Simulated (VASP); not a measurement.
# SnS (Pnma) in VASP: notebook, part 2 of 2

VASP 6.6.1. Earlier steps stand in the parts before.

## 3. Single point, PBE (22.85 Å³/atom)

This run uses another cell than the first one, of 22.85 Å³/atom.

INCAR reads:

```
SYSTEM = SnS
PREC = Accurate
ENCUT = 500
EDIFF = 1E-6
ISMEAR = -1
SIGMA = 0.02
LREAL = .False.
LASPH = .True.
NELM = 120
ALGO = Normal
ISIF = 2
LWAVE = .False.
LCHARG = .False.
GGA = PE
NBANDS = 50
GGA_COMPAT = .False.
```

KPOINTS reads:

```
Automatic mesh
0
Gamma
  4 11 10
  0 0 0
```

POSCAR reads:

```
SnS
1.0
   11.0889147507      0.0000000000      0.0000000000
    0.0000000000      3.9673237403      0.0000000000
    0.0000000000      0.0000000000      4.1554042732
Sn S
4 4
Direct
    0.1181331833      0.2500000000      0.0959269679
    0.3818668167      0.7500000000      0.5959269679
    0.6181331833      0.2500000000      0.4040730321
    0.8818668167      0.7500000000      0.9040730321
    0.8536869406      0.2500000000      0.4744445846
    0.6463130594      0.7500000000      0.9744445846
    0.3536869406      0.2500000000      0.0255554154
    0.1463130594      0.7500000000      0.5255554154
```

Potentials or basis: VASP PAW PBE potentials, release 64 (Sn_d, S).

Run with:

```
$ cat potpaw_PBE.64/Sn_d/POTCAR potpaw_PBE.64/S/POTCAR > POTCAR
$ mpirun -np 1 vasp_std > vasp.out
```

OUTCAR:

```text
SYSTEM = SnS
   PREC = Accurate
   ENCUT = 500
   EDIFF = 1E-6
   ISMEAR = -1
   LREAL = .False.
   LASPH = .True.
   NELM = 120
   ISIF = 2
   GGA = PE

 ion  position               nearest neighbor table
   1  0.118  0.250  0.096-   7 2.63   8 2.69   8 2.69   8 3.11   8 3.11   4 3.38   4 3.38
   2  0.382  0.750  0.596-   8 2.63   7 2.69   7 2.69   7 3.11   7 3.11   3 3.38   3 3.38
   3  0.618  0.250  0.404-   5 2.63   6 2.69   6 2.69   6 3.11   6 3.11   2 3.38   2 3.38
   4  0.882  0.750  0.904-   6 2.63   5 2.69   5 2.69   5 3.11   5 3.11   1 3.38   1 3.38
   5  0.854  0.250  0.474-   3 2.63   4 2.69   4 2.69   4 3.11   4 3.11
   6  0.646  0.750  0.974-   4 2.63   3 2.69   3 2.69   3 3.11   3 3.11
   7  0.354  0.250  0.026-   1 2.63   2 2.69   2 2.69   2 3.11   2 3.11
   8  0.146  0.750  0.526-   2 2.63   1 2.69   1 2.69   1 3.11   1 3.11

  LATTYP: Found a simple orthorhombic cell.
 ALAT       =     3.9673237403
 B/A-ratio  =     1.0474074074
 C/A-ratio  =     2.7950617284

  Lattice vectors:

 A1 = (   0.0000000000,   3.9673237403,   0.0000000000)
 A2 = (   0.0000000000,   0.0000000000,   4.1554042732)
 A3 = (  11.0889147507,   0.0000000000,   0.0000000000)

Analysis of symmetry for initial positions (statically):
=====================================================================
 Subroutine PRICEL returns:
 Original cell was already a primitive cell.

 Routine SETGRP: Setting up the symmetry group for a
 simple orthorhombic supercell.

 Subroutine GETGRP returns: Found  8 space group operations
 (whereof  2 operations were pure point group operations)
 out of a pool of  8 trial point group operations.

The static configuration has the point symmetry S_2 .
 The point group associated with its full space group is D_2h.

Analysis of symmetry for dynamics (positions and initial velocities):
=====================================================================
 Subroutine PRICEL returns:
 Original cell was already a primitive cell.

 Routine SETGRP: Setting up the symmetry group for a
 simple orthorhombic supercell.

 Subroutine GETGRP returns: Found  8 space group operations
 (whereof  2 operations were pure point group operations)
 out of a pool of  8 trial point group operations.

The dynamic configuration has the point symmetry S_2 .
 The point group associated with its full space group is D_2h.

 Subroutine INISYM returns: Found  8 space group operations
 (whereof  2 operations are pure point group operations),
 and found     1 'primitive' translations

----------------------------------------------------------------------------------------

                                     Primitive cell

  volume of cell :     182.8100

  direct lattice vectors                    reciprocal lattice vectors
    11.088914751  0.000000000  0.000000000     0.090180150  0.000000000  0.000000000
     0.000000000  3.967323740  0.000000000     0.000000000  0.252059087  0.000000000
     0.000000000  0.000000000  4.155404273     0.000000000  0.000000000  0.240650472

  length of vectors
    11.088914751  3.967323740  4.155404273     0.090180150  0.252059087  0.240650472

  position of ions in fractional coordinates (direct lattice)
     0.118133183  0.250000000  0.095926968
     0.381866817  0.750000000  0.595926968
     0.618133183  0.250000000  0.404073032
     0.881866817  0.750000000  0.904073032
[... 66 lines left out ...]
  0.250000  0.090909  0.100000      8.000000
  0.500000  0.090909  0.100000      4.000000
 [... further k-points ...]
   k-points           NKPTS =    108   k-points in BZ     NKDIM =    108   number of bands    NBANDS=     50
   number of dos      NEDOS =    301   number of ions     NIONS =      8
   total plane-waves  NPLWV =  75600
   dimension x,y,z NGX =    84 NGY =   30 NGZ =   30
   dimension x,y,z NGXF=   168 NGYF=   60 NGZF=   60
   ions per type =               4   4
   NGX,Y,Z   is equivalent  to a cutoff of  12.59, 12.57, 12.00 a.u.
   NGXF,Y,Z  is equivalent  to a cutoff of  25.19, 25.14, 24.00 a.u.
 SYSTEM =  SnS
   PREC   = accura    normal or accurate (medium, high low for compatibility)
   ISTART =      0    job   : 0-new  1-cont  2-samecut
   ICHARG =      2    charge: 1-file 2-atom 10-const
   ISPIN  =      1    spin polarized calculation?
   LNONCOLLINEAR =      F non collinear calculations
   LSORBIT =      F    spin-orbit coupling
   LASPH  =      T    aspherical Exc in radial PAW
   ENCUT  =  500.0 eV  36.75 Ry    6.06 a.u.  20.22  7.23  7.58*2*pi/ulx,y,z
   NELM   =    120;   NELMIN=  2; NELMDL= -5     # of ELM steps
   EDIFF  = 0.1E-05   stopping-criterion for ELM
   LREAL  =      F    real-space projection
   EDIFFG = 0.1E-04   stopping-criterion for IOM
   NSW    =      0    number of steps for IOM
   IBRION =     -1    ionic relax: 0-MD 1-quasi-New 2-CG
   NFREE  =      0    steps in history (QN), initial steepest desc. (CG)
   ISIF   =      2    stress and relaxation
   ISYM   =      2    0-nonsym 1-usesym 2-fastsym
   POTIM  = 0.5000    time-step for ionic-motion
   TEBEG  =    0.0;   TEEND  =   0.0 temperature during run
   PSTRESS=    0.0 pullay stress
   NELECT =      80.0000    total number of electrons
   NUPDOWN=      -1.0000    fix difference up-down
   EMIN   =  10.00;   EMAX   =-10.00  energy-range for DOS
   EFERMI =   0.00;   METHOD = LEGACY
   ISMEAR =    -1;   SIGMA  =   0.02  broadening in eV -4-tet -1-fermi 0-gaus
   EFERMI_NEDOS =   21; number of points for ismear=-14 and -15
   IALGO  =     38    algorithm
   IMIX   =      4    mixing-type and parameters
     AMIX     =   0.40;   BMIX     =  1.00
     AMIX_MAG =   1.60;   BMIX_MAG =  1.00
  volume/ion in A,a.u.               =      22.85       154.21
  Fermi-wavevector in a.u.,A,eV,Ry     =   1.242906  2.348751 21.018477  1.544815
  Thomas-Fermi vector in A             =   2.377240
   LORBIT       =      0    0 simple, 1 ext, 2 COOP (PROOUT), +10 PAW based schemes
   GGA     = PE    functional components
   LHFCALC =     F    Hartree Fock is set to
   AEXX    =    0.0000 exact exchange contribution
   IVDW    =     0    specifies the selected vdW correction
   LEPSILON=     F    determine dielectric tensor
   LRPA    =     F    only Hartree local field effects (RPA)
 non-spin polarized calculation
  energy-cutoff  :      500.00
  volume of cell :      182.81
 maximum number of plane-waves:      4670
 NGX is ok and might be reduce to    84
   NGX = 41   NGY = 15   NGZ = 15

 number of electron      80.0000005 magnetization

 Free energy of the ion-electron system (eV)
  ---------------------------------------------------
  ext. energy  EPLUGINS =         0.00000000
  ---------------------------------------------------
  free energy    TOTEN  =       -35.21579573 eV

  energy without entropy =      -35.21579565  energy(sigma->0) =      -35.21579569

 E-fermi :   7.3128     XC(G=0): -10.1450

 val. band max:        7.0915107492   @ k =   0.0000   0.0000   0.4000
 cond. band min:       7.5243178714   @ k =   0.0000   0.0000   0.0000
 fundamental gap:      0.4328071221
 Fermi energy:         7.3127509427

 k-point     1 :       0.0000    0.0000    0.0000
  band No.  band energies     occupation
      1     -14.4495      2.00000
      2     -14.4318      2.00000
      3     -14.4276      2.00000
      4     -14.4235      2.00000
      5     -14.4143      2.00000
      6     -14.4134      2.00000
[... 1261 lines left out ...]
     49      12.0856      0.00000
     50      12.0879      0.00000

 [... further k-points ...]

------------------------ aborting loop because EDIFF is reached ----------------------------------------

  FORCE on cell =-STRESS in cart. coord.  units (eV):
  Direction    XX          YY          ZZ          XY          YZ          ZX
  --------------------------------------------------------------------------------------
  -------------------------------------------------------------------------------------
  Total        4.2519126      5.0049249      4.7639246      0.0000000      0.0000000      0.0000000
  in kB       37.2644699     43.8639947     41.7518283      0.0000000      0.0000000      0.0000000
  external PRESSURE =      40.9600976 kB  Pullay stress =       0.0000000 kB

 VOLUME and BASIS-vectors are now :
 -----------------------------------------------------------------------------
  energy-cutoff  :      500.00
  volume of cell :      182.81
      direct lattice vectors                 reciprocal lattice vectors
    11.088914751  0.000000000  0.000000000     0.090180150  0.000000000  0.000000000
     0.000000000  3.967323740  0.000000000     0.000000000  0.252059087  0.000000000
     0.000000000  0.000000000  4.155404273     0.000000000  0.000000000  0.240650472

 POSITION                                       TOTAL-FORCE (eV/Angst)
 -----------------------------------------------------------------------------------
      1.30997      0.99183      0.39862        -0.003975      0.000000      0.001221
      4.23449      2.97549      2.47632         0.003975     -0.000000      0.001221
      6.85443      0.99183      1.67909        -0.003975      0.000000     -0.001221
      9.77895      2.97549      3.75679         0.003975      0.000000     -0.001221
      9.46646      0.99183      1.97151         0.007637      0.000000      0.002121
      7.16691      2.97549      4.04921        -0.007637     -0.000000      0.002121
      3.92200      0.99183      0.10619         0.007637     -0.000000     -0.002121
      1.62245      2.97549      2.18390        -0.007637      0.000000     -0.002121
 -----------------------------------------------------------------------------------
    total drift:                                0.000000     -0.000000      0.000000

  FREE ENERGIE OF THE ION-ELECTRON SYSTEM (eV)
  ---------------------------------------------------
  free  energy   TOTEN  =       -35.2157957253 eV

  energy  without entropy=      -35.2157956525  energy(sigma->0) =      -35.21579569
```

Run time: 23 min. Hardware: 1 thread of Oxide Virtual Turin-like, shared host; peak memory 0.68 GiB.

Results:

```yaml
Free_energy: -35.2158 eV
Pressure: 4.1 GPa
Largest_force: 0.008 eV/Å
Band_gap_on_the_k_mesh: 0.43 eV (least direct gap 0.89 eV)
```

Forces on the atoms (eV/Å):
```
Sn  -0.004  0.000  0.001
Sn   0.004  0.000  0.001
Sn  -0.004  0.000 -0.001
Sn   0.004  0.000 -0.001
S    0.008  0.000  0.002
S   -0.008  0.000  0.002
S    0.008  0.000 -0.002
S   -0.008  0.000 -0.002
```

Caveat: the cell stands under pressure; semilocal functionals underestimate gaps, and a narrow one can read as zero; spin-orbit coupling is left out, which moves the levels of the heavy elements. A k mesh can miss the band edges.

## 4. Single point, PBE (23.82 Å³/atom)

This run uses another cell than the first one, of 23.82 Å³/atom.

INCAR reads:

```
SYSTEM = SnS
ALGO = Normal
EDIFF = 1E-6
ENCUT = 500
GGA = PE
GGA_COMPAT = .False.
ISIF = 2
ISMEAR = -1
LASPH = .True.
LCHARG = .True.
LELF = .True.
LREAL = .False.
LVHAR = .True.
LWAVE = .False.
NBANDS = 50
NELM = 120
PREC = Accurate
SIGMA = 0.02
```

KPOINTS reads:

```
k-points
0
Gamma
  4 11 10
  0 0 0
```

POSCAR reads:

```
SnS
1.0
   11.2440245564      0.0000000000      0.0000000000
    0.0000000000      4.0228179729      0.0000000000
    0.0000000000      0.0000000000      4.2135293435
Sn S
4 4
Direct
    0.1191530268      0.2500000000      0.1082057601
    0.3808469732      0.7500000000      0.6082057601
    0.6191530268      0.2500000000      0.3917942399
    0.8808469732      0.7500000000      0.8917942399
    0.8519728517      0.2500000000      0.4733725856
    0.6480271483      0.7500000000      0.9733725856
    0.3519728517      0.2500000000      0.0266274144
    0.1480271483      0.7500000000      0.5266274144
```

Run with:

```
$ cat potpaw_PBE.64/Sn_d/POTCAR potpaw_PBE.64/S/POTCAR > POTCAR
$ mpirun -np 1 vasp_std > vasp.out
```

Run time: 22 min. Hardware: 1 thread of Oxide Virtual Turin-like, shared host; peak memory 0.71 GiB.

The run converged. Its results:

* Free energy: -35.3664 eV
* Pressure: 2.1 GPa
* Largest force: 0.014 eV/Å
* Band gap on the k mesh: 0.73 eV (least direct gap 1.10 eV)

Forces in eV/Å, atoms in the order of the input:
```
Sn   0.005  0.000 -0.007
Sn  -0.005  0.000 -0.007
Sn   0.005  0.000  0.007
Sn  -0.005  0.000  0.007
S    0.014  0.000  0.003
S   -0.014  0.000  0.003
S    0.014  0.000 -0.003
S   -0.014  0.000 -0.003
```

Stress tensor (GPa, compression positive):
```
1.90 0.00 0.00
0.00 2.05 0.00
0.00 0.00 2.45
```

Levels at points of the mesh, in eV from the valence-band top:
```
           k point  band 38  band 39  band 40  band 41  band 42  band 43
(0.00, 0.00, 0.00)    -1.39    -0.71    -0.66     0.73     3.13     3.14
(0.50, 0.00, 0.00)    -2.22    -0.65    -0.65     2.63     2.63     2.88
(0.00, 0.00, 0.50)    -0.92    -0.11    -0.11     1.45     1.45     1.86
(0.50, 0.00, 0.50)    -0.72    -0.04    -0.04     1.36     1.36     1.81
```

Caveat: semilocal functionals underestimate gaps, and a narrow one can read as zero; spin-orbit coupling is left out, which moves the levels of the heavy elements.

## 5. The runs side by side

```csv
cell,gap on the mesh (eV),pressure (GPa),largest force (eV/Å)
"a = 11.320, b = 4.050, c = 4.327 Å, 8 atoms, atomic positions A",1.02,0.7,0.01
"a = 11.089, b = 3.967, c = 4.155 Å, 8 atoms, atomic positions B",0.43,4.1,0.01
"a = 11.244, b = 4.023, c = 4.214 Å, 8 atoms, atomic positions C",0.73,2.1,0.01
```

Alike in all rows: task single point; level PBE; potentials or basis VASP PAW PBE potentials, release 64 (Sn_d, S); no spin polarisation; k mesh 4 × 11 × 10; cutoff (eV) 500; smearing fermi-dirac 0.02 eV.

Caveats: spin-orbit coupling is left out, which moves the levels of the heavy elements; semilocal functionals underestimate gaps, and a narrow one can read as zero (at least some runs); the cell stands under pressure (at least some runs).

Absolute energies hang on the potentials; compare differences alone.
